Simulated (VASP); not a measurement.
# Al in VASP: settings compared, part 2 of 2

VASP 6.6.1. The steps go on from the part before.

## (3) Single point, PBEsol

Contents of INCAR:

```
ALGO = Normal ; EDIFF = 1E-7
ENCUT = 520 ; GGA = PS
ISIF = 2 ; ISMEAR = -1
LASPH = T ; LCHARG = T
LELF = T ; LREAL = F
LVHAR = T ; LWAVE = F
NBANDS = 8 ; NELM = 100
PREC = Accurate ; SIGMA = 0.05
```

Contents of KPOINTS:

```
k-points
0
Gamma
  10 10 10
```

Contents of POSCAR:

```
Al
1.0
   -1.5593943162      1.5593943162      1.5912186900
    1.5593943162     -1.5593943162      1.5912186900
    1.6230430638      1.6230430638     -1.5912186900
Al
1
Direct
    0.0000000000      0.0000000000      0.0000000000
```

Potentials or basis: VASP PAW PBE potentials, release 64 (Al).

Command:

```console
cat potpaw_PBE.64/Al/POTCAR > POTCAR
mpirun -np 1 vasp_std > vasp.out
```

OUTCAR:

```text
EDIFF = 1E-7
   ENCUT = 520
   GGA = PS
   ISIF = 2
   ISMEAR = -1
   LASPH = T
   LREAL = F
   NELM = 100
   PREC = Accurate

 ion  position               nearest neighbor table
   1  0.000  0.000  0.000-

  LATTYP: Found a face centered orthorhombic cell.
 ALAT       =     3.1824373800
 B/A-ratio  =     1.3859292911
 C/A-ratio  =     1.4424978336

  Lattice vectors:

 A1 = (   3.1824373800,   0.0636487476,   0.0000000000)
 A2 = (   1.6230430638,   1.6230430638,   1.5912186900)
 A3 = (   1.5593943162,  -1.5593943162,   1.5912186900)

Analysis of symmetry for initial positions (statically):
=====================================================================
 Subroutine PRICEL returns:
 Original cell was already a primitive cell.

 Routine SETGRP: Setting up the symmetry group for a
 face centered orthorhombic supercell.

 Subroutine GETGRP returns: Found  8 space group operations
 (whereof  8 operations were pure point group operations)
 out of a pool of  8 trial point group operations.

The static configuration has the point symmetry D_2h.

Analysis of symmetry for dynamics (positions and initial velocities):
=====================================================================
 Subroutine PRICEL returns:
 Original cell was already a primitive cell.

 Routine SETGRP: Setting up the symmetry group for a
 face centered orthorhombic supercell.

 Subroutine GETGRP returns: Found  8 space group operations
 (whereof  8 operations were pure point group operations)
 out of a pool of  8 trial point group operations.

The dynamic configuration has the point symmetry D_2h.

 Subroutine INISYM returns: Found  8 space group operations
 (whereof  8 operations are pure point group operations),
 and found     1 'primitive' translations

[... 100 lines left out ...]
   POTIM  = 0.5000    time-step for ionic-motion
   TEBEG  =    0.0;   TEEND  =   0.0 temperature during run
   PSTRESS=    0.0 pullay stress
   NELECT =       3.0000    total number of electrons
   NUPDOWN=      -1.0000    fix difference up-down
   EMIN   =  10.00;   EMAX   =-10.00  energy-range for DOS
[... 5 lines left out ...]
     AMIX     =   0.40;   BMIX     =  1.00
     AMIX_MAG =   1.60;   BMIX_MAG =  1.00
  volume/ion in A,a.u.               =      16.11       108.71
  Fermi-wavevector in a.u.,A,eV,Ry     =   0.934882  1.766670 11.891542  0.874004
  Thomas-Fermi vector in A             =   2.061732
   LORBIT       =      0    0 simple, 1 ext, 2 COOP (PROOUT), +10 PAW based schemes
   GGA     = PS    functional components
   LHFCALC =     F    Hartree Fock is set to
   AEXX    =    0.0000 exact exchange contribution
   IVDW    =     0    specifies the selected vdW correction
   LEPSILON=     F    determine dielectric tensor
   LRPA    =     F    only Hartree local field effects (RPA)
 non-spin polarized calculation
  energy-cutoff  :      520.00
  volume of cell :       16.11
 maximum number of plane-waves:       445
   NGX = 11   NGY = 11   NGZ = 11

 number of electron       3.0000000 magnetization

 Free energy of the ion-electron system (eV)
  ---------------------------------------------------
  ext. energy  EPLUGINS =         0.00000000
  ---------------------------------------------------
  free energy    TOTEN  =        -3.99508035 eV

  energy without entropy =       -3.99144795  energy(sigma->0) =       -3.99326415

 E-fermi :   8.1984     XC(G=0): -10.3474

 val. band max:        8.1875608481   @ k =  -0.2000  -0.4000   0.2000
 cond. band min:       8.2100213871   @ k =  -0.1000   0.3000   0.3000
 fundamental gap:      0.0224605390
 Fermi energy:         8.1983926459

 k-point     1 :       0.0000    0.0000    0.0000
  band No.  band energies     occupation
      1      -3.0905      2.00000
      2      21.3162      0.00000
      3      21.3836      0.00000
      4      21.8818      0.00000
      5      22.6060      0.00000
      6      23.2470      0.00000
      7      23.6655      0.00000
      8      24.6881      0.00000
[... 243 lines left out ...]
 k-point    24 :       0.4000    0.3000   -0.0000
  band No.  band energies     occupation
      1       4.7462      2.00000
      2       7.0705      2.00000
      3       8.0033      1.96040
      4      15.0832      0.00000
      5      22.9559      0.00000
      6      23.6090      0.00000
      7      25.5784      0.00000
      8      30.7981      0.00000

 [... further k-points ...]
[... 5 lines left out ...]
  --------------------------------------------------------------------------------------
  -------------------------------------------------------------------------------------
  Total        0.2552741      0.2552741      0.3697071     -0.4578402      0.0000000      0.0000000
  in kB       25.3887572     25.3887572     36.7699057    -45.5353499      0.0000000      0.0000000
  external PRESSURE =      29.1824733 kB  Pullay stress =       0.0000000 kB

 VOLUME and BASIS-vectors are now :
 -----------------------------------------------------------------------------
  energy-cutoff  :      520.00
  volume of cell :       16.11
      direct lattice vectors                 reciprocal lattice vectors
    -1.559394316  1.559394316  1.591218690    -0.006287006  0.314350305  0.314224565
     1.559394316 -1.559394316  1.591218690     0.314350305 -0.006287006  0.314224565
     1.623043064  1.623043064 -1.591218690     0.308063299  0.308063299  0.000000000

 POSITION                                       TOTAL-FORCE (eV/Angst)
 -----------------------------------------------------------------------------------
      0.00000      0.00000      0.00000         0.000000      0.000000      0.000000
 -----------------------------------------------------------------------------------
    total drift:                                0.000000     -0.000000     -0.000000

  FREE ENERGIE OF THE ION-ELECTRON SYSTEM (eV)
  ---------------------------------------------------
  free  energy   TOTEN  =        -3.9950803545 eV

  energy  without entropy=       -3.9914479529  energy(sigma->0) =       -3.99326415
```

OSZICAR:

```text
N       E                     dE             d eps       ncg     rms          rms(c)
DAV:   1    -0.252744257526E+01   -0.25274E+01   -0.93204E+02  2744   0.210E+02
DAV:   2    -0.401689773503E+01   -0.14895E+01   -0.14313E+01  3808   0.192E+01
DAV:   3    -0.402430433399E+01   -0.74066E-02   -0.73999E-02  3368   0.150E+00
DAV:   4    -0.402432198392E+01   -0.17650E-04   -0.17649E-04  3984   0.686E-02
DAV:   5    -0.402432203495E+01   -0.51031E-07   -0.51699E-07  3432   0.265E-03    0.138E+00
DAV:   6    -0.400666769122E+01    0.17654E-01   -0.24841E-03  3048   0.199E-01    0.776E-01
DAV:   7    -0.399509902944E+01    0.11569E-01   -0.65983E-03  3128   0.314E-01    0.166E-01
DAV:   8    -0.399508124201E+01    0.17787E-04   -0.30954E-05  3776   0.367E-02    0.121E-02
DAV:   9    -0.399508064888E+01    0.59313E-06   -0.29833E-07  3408   0.279E-03    0.103E-03
DAV:  10    -0.399508035068E+01    0.29819E-06   -0.75680E-09  3384   0.499E-04    0.643E-04
DAV:  11    -0.399508035450E+01   -0.38214E-08   -0.20386E-10  1640   0.780E-05
   1 F= -.39950804E+01 E0= -.39932642E+01  d E =-.363240E-02
```

stdout:

```text
POSCAR found type information on POSCAR Al
 POSCAR found :  1 types and       1 ions
 scaLAPACK will be used
 -----------------------------------------------------------------------------
|                                                                             |
|                                                                             |
|     You enforced a specific xc type in the INCAR file but a different       |
|     I HOPE YOU KNOW WHAT YOU ARE DOING!                                     |
|                                                                             |
 -----------------------------------------------------------------------------

 LDA part: xc-table for (Slater+PW92), standard interpolation
 POSCAR, INCAR and KPOINTS ok, starting setup
 FFT: planning ... GRIDC
 FFT: planning ... GRID_SOFT
 FFT: planning ... GRID
 WAVECAR not read
 entering main loop
```

Run time: 23 s. Hardware: 1 thread of Intel Xeon 8259CL, shared host; peak memory 0.13 GiB.

Results:

```
Free energy : -3.9951 eV
Pressure    : 2.9 GPa
```

Stress tensor (GPa, compression positive):
```
 2.54 -4.55  0.00
-4.55  2.54  0.00
 0.00  0.00  3.68
```

Caveat: the PAW data sets were made with another functional, which shifts forces and pressure a little.

## (4) Relaxation of cell and atoms, PBEsol, target pressure 5 GPa, at which the enthalpy is minimised

Contents of INCAR:

```
SYSTEM = Al
ALGO = Fast
EDIFF = 1E-6
EDIFFG = -0.01
ENCUT = 600
GGA = PS
IBRION = 2
ISIF = 3
ISMEAR = -1
LASPH = .TRUE.
LCHARG = .FALSE.
LREAL = .FALSE.
LWAVE = .FALSE.
NELM = 80
NSW = 60
PREC = Accurate
PSTRESS = 50.0
SIGMA = 0.05
```

Contents of KPOINTS:

```
k-points
0
G
  12 12 12
  0 0 0
```

Contents of POSCAR:

```
Al
1.0
   -1.5912186900      1.5912186900      1.5912186900
    1.5912186900     -1.5912186900      1.5912186900
    1.5912186900      1.5912186900     -1.5912186900
Al
1
Direct
    0.0000000000      0.0000000000      0.0000000000
```

Potentials or basis: VASP PAW PBE potentials, release 64 (Al).

Command:

```console
cat potpaw_PBE.64/Al/POTCAR > POTCAR
mpirun -np 1 vasp_std > vasp.out
```

OUTCAR:

```text
SYSTEM = Al
   EDIFF = 1E-6
   EDIFFG = -0.01
   ENCUT = 600
   GGA = PS
   IBRION = 2
   ISIF = 3
   ISMEAR = -1
   LASPH = .TRUE.
   LREAL = .FALSE.
   NELM = 80
   NSW = 60
   PREC = Accurate
   PSTRESS = 50.0

 ion  position               nearest neighbor table
   1  0.000  0.000  0.000-

  LATTYP: Found a body centered cubic cell.
 ALAT       =     3.1824373800

  Lattice vectors:

 A1 = (  -1.5912186900,   1.5912186900,   1.5912186900)
 A2 = (   1.5912186900,  -1.5912186900,   1.5912186900)
 A3 = (   1.5912186900,   1.5912186900,  -1.5912186900)

Analysis of symmetry for initial positions (statically):
=====================================================================
 Subroutine PRICEL returns:
 Original cell was already a primitive cell.

 Routine SETGRP: Setting up the symmetry group for a
 body centered cubic supercell.

 Subroutine GETGRP returns: Found 48 space group operations
[... 9 lines left out ...]

 Routine SETGRP: Setting up the symmetry group for a
 body centered cubic supercell.

 Subroutine GETGRP returns: Found 48 space group operations
[... 149 lines left out ...]
  free energy    TOTEN  =        -3.98702057 eV

  energy without entropy =       -3.98289396  energy(sigma->0) =       -3.98495727

------------------------ aborting loop because EDIFF is reached ----------------------------------------

  FORCE on cell =-STRESS in cart. coord.  units (eV):
  Direction    XX          YY          ZZ          XY          YZ          ZX
  --------------------------------------------------------------------------------------
  -------------------------------------------------------------------------------------
  Total        0.2333448      0.2333448      0.2333448      0.0000000      0.0000000     -0.0000000
  in kB       23.1984530     23.1984530     23.1984530      0.0000000      0.0000000     -0.0000000
  external PRESSURE =     -26.8015470 kB  Pullay stress =      50.0000000 kB
[... 61 lines left out ...]
--------------------------------------- Ionic step        3  -------------------------------------------

 number of electron       3.0000000 magnetization

 Free energy of the ion-electron system (eV)
  ---------------------------------------------------
  ext. energy  EPLUGINS =         0.00000000
  ---------------------------------------------------
  free energy    TOTEN  =        -3.97592482 eV

  energy without entropy =       -3.97168269  energy(sigma->0) =       -3.97380375

 E-fermi :   8.5252     XC(G=0): -10.4612

 val. band max:        8.4161460907   @ k =   0.3333   0.0833   0.0000
 cond. band min:       8.5513280461   @ k =  -0.4167  -0.4167   0.2500
 fundamental gap:      0.1351819554
 Fermi energy:         8.5252395884

 k-point     1 :       0.0000    0.0000    0.0000
  band No.  band energies     occupation
      1      -2.9781      2.00000
      2      22.1071      0.00000
      3      22.1071      0.00000
      4      22.1071      0.00000
      5      24.0278      0.00000
[... 177 lines left out ...]
 k-point    24 :       0.4167    0.0833    0.0833
  band No.  band energies     occupation
      1       4.3886      2.00000
      2       5.0111      2.00000
      3      13.5569      0.00000
      4      14.4438      0.00000
      5      22.9328      0.00000

 [... further k-points ...]
[... 5 lines left out ...]
  --------------------------------------------------------------------------------------
  -------------------------------------------------------------------------------------
  Total        0.4879162      0.4879162      0.4879162     -0.0000000     -0.0000000      0.0000000
  in kB       50.0291655     50.0291655     50.0291655     -0.0000000     -0.0000000      0.0000000
  external PRESSURE =       0.0291655 kB  Pullay stress =      50.0000000 kB
[... 20 lines left out ...]
  energy  without entropy=       -3.9716826862  energy(sigma->0) =       -3.97380375

  enthalpy is  TOTEN    =        -3.4882930322 eV   P V=        0.4876317904

 reached required accuracy - stopping structural energy minimisation
```

OSZICAR:

```text
N       E                     dE             d eps       ncg     rms          rms(c)
DAV:   1    -0.135329123581E+01   -0.13533E+01   -0.87742E+02   740   0.366E+02
DAV:   2    -0.399120813993E+01   -0.26379E+01   -0.23894E+01   915   0.331E+01
DAV:   3    -0.401698775185E+01   -0.25780E-01   -0.25734E-01  1025   0.391E+00
[... 16 lines left out ...]
       N       E                     dE             d eps       ncg     rms          rms(c)
DAV:   1    -0.397595899890E+01   -0.44214E-02   -0.34691E-03   980   0.375E-01    0.630E-02
RMM:   2    -0.397593904492E+01    0.19954E-04   -0.19607E-05   718   0.448E-02    0.284E-02
RMM:   3    -0.397592521759E+01    0.13827E-04   -0.57225E-06   720   0.195E-02    0.573E-03
RMM:   4    -0.397592482261E+01    0.39497E-06   -0.14348E-06   485   0.105E-02
   3 F= -.34882930E+01 E0= -.34861720E+01  d E =-.420418E-02
```

Wall time 16 s (1 thread of Intel Xeon 8259CL, shared host); peak memory 0.14 GiB.

What came out:

| Property | Result |
| --- | --- |
| Free energy | -3.9759 eV |
| Relaxed volume | 15.63 Å³/atom |
| Relaxed cell | a = 2.728 Å, b = 2.728 Å, c = 2.728 Å, α = 109.47°, β = 109.47°, γ = 109.47° |
| Space group after relaxing (to 0.05 Å) | Im-3m (No. 229) |
| Energy change on relaxing (the enthalpy is what falls) | +11.1 meV/atom |
| Ionic steps | 3 |
| Pressure after relaxing | 5.0 GPa |

Step by step:
| step | energy change (eV) | largest force (eV/Å) | pressure (GPa) | volume (Å³) |
| --- | --- | --- | --- | --- |
| 1 | 0.0000 | 0.0000 | 2.32 | 16.12 |
| 2 | 0.0155 | 0.0000 | 5.79 | 15.50 |
| 3 | 0.0111 | 0.0000 | 5.00 | 15.63 |

Final structure:
```xyz
1
Lattice="-1.5749 1.5749 1.5749 1.5749 -1.5749 1.5749 1.5749 1.5749 -1.5749" Properties=species:S:1:pos:R:3 pbc="T T T"
Al    0.0000    0.0000    0.0000
```

Levels at points of the mesh, in eV from the Fermi level:
| k point | band 1 | band 2 | band 3 | band 4 |
| --- | --- | --- | --- | --- |
| (0.00, 0.00, 0.00) | -11.50 | 13.58 | 13.58 | 13.58 |
| (0.50, 0.00, 0.00) | -4.52 | -3.91 | 8.39 | 8.59 |
| (0.50, 0.50, 0.50) | 1.97 | 1.97 | 1.97 | 2.89 |

Caveat: the cell is relaxed towards a set pressure, so the enthalpy falls and the energy may rise; the PAW data sets were made with another functional, which shifts forces and pressure a little.

## (5) Single point, BLYP+D3(BJ), collinear spin, ferromagnetic start

Contents of INCAR:

```
PREC     = Accurate       # precision mode
ENCUT    = 520            # plane-wave cutoff, eV
EDIFF    = 1E-6           # SCF threshold, eV
ISMEAR   = -1             # smearing method
SIGMA    = 0.1            # smearing width, eV
LREAL    = False          # projectors in reciprocal space
LASPH    = True           # aspherical terms in the spheres
NELM     = 150            # most SCF steps
ALGO     = Normal         # electronic algorithm
ISIF     = 2              # what is computed and relaxed
LWAVE    = False          # write WAVECAR
LCHARG   = True           # write CHGCAR
ISPIN    = 2              # spin polarisation
MAGMOM   = 1              # initial moments
LORBIT   = 11             # projections on sites
NUPDOWN  = 1.0            # fixed moment
GGA      = B5             # functional
ALDAX    = 1.0          
AGGAX    = 1.0          
AGGAC    = 1.0          
ALDAC    = 0.0          
IVDW     = 12             # dispersion correction
VDW_S6   = 1.0          
VDW_S8   = 2.6996       
VDW_A1   = 0.4298       
VDW_A2   = 4.2359       
LELF     = True           # ELF
LVHAR    = True         
NBANDS   = 12             # bands
```

Contents of KPOINTS:

```
regular mesh
0
Gamma
  12 12 12
```

Contents of POSCAR:

```
Al
1.0
    2.7560716170      0.0000000000      0.0000000000
   -0.9186905390      2.5984492398      0.0000000000
   -0.9186905390     -1.2992246199      2.2503230521
Al
1
Direct
    0.0000000000      0.0000000000      0.0000000000
```

Command:

```console
cat potpaw_PBE.64/Al/POTCAR > POTCAR
mpirun -np 1 vasp_std > vasp.out
```

Wall time 19 s (1 thread of Intel Xeon 6975P-C, shared host); peak memory 0.15 GiB.

It converged, with:

```
Free energy                                           : -2.4264 eV
Pressure                                              : 6.6 GPa
Net moment                                            : 1.00 μB per cell
Site moments                                          : Al +0.26 μB
Valence electrons inside the program's atomic spheres : Al 0.80
Dispersion energy per atom                            : -0.793 eV
```

Caveat: three body term missing; the PAW data sets were made with another functional, which shifts forces and pressure a little; the total moment is fixed, so each spin has its own Fermi level.

## (6) Summary

| task | level | spin | fixed moment (μB) | cell | k mesh | cutoff (eV) | smearing | gap on the mesh (eV) | pressure (GPa) |
| --- | --- | --- | --- | --- | --- | --- | --- | --- | --- |
| single point | PBEsol | off | - | a = 2.738, b = 2.738, c = 2.774 Å, angles 109.5, 109.5, 108.9°, 1 atom | 10 × 10 × 10 | 520 | fermi-dirac 0.05 eV | none | 2.9 |
| single point | PBEsol | off | - | a = 2.719, b = 2.719, c = 2.793 Å, angles 109.5, 109.5, 108.4°, 1 atom | 10 × 10 × 10 | 520 | fermi-dirac 0.05 eV | none | 2.9 |
| relaxation of cell and atoms | PBEsol | off | - | relaxed to 5 GPa from a = 2.756 Å, angles 109.5°, 1 atom | 12 × 12 × 12 | 600 | fermi-dirac 0.05 eV | none | 5.0 |
| single point | BLYP+D3(BJ) | collinear, ferromagnetic start | 1.0 | a = 2.756 Å, angles 109.5°, 1 atom | 12 × 12 × 12 | 520 | fermi-dirac 0.1 eV | - | 6.6 |

Alike in all rows: potentials or basis VASP PAW PBE potentials, release 64 (Al).

Caveats: the PAW data sets were made with another functional, which shifts forces and pressure a little; the cell is relaxed towards a set pressure, so the enthalpy falls and the energy may rise (some runs); three body term missing (some runs); the total moment is fixed, so each spin has its own Fermi level (some runs).

Absolute energies hang on the potentials; compare differences alone.
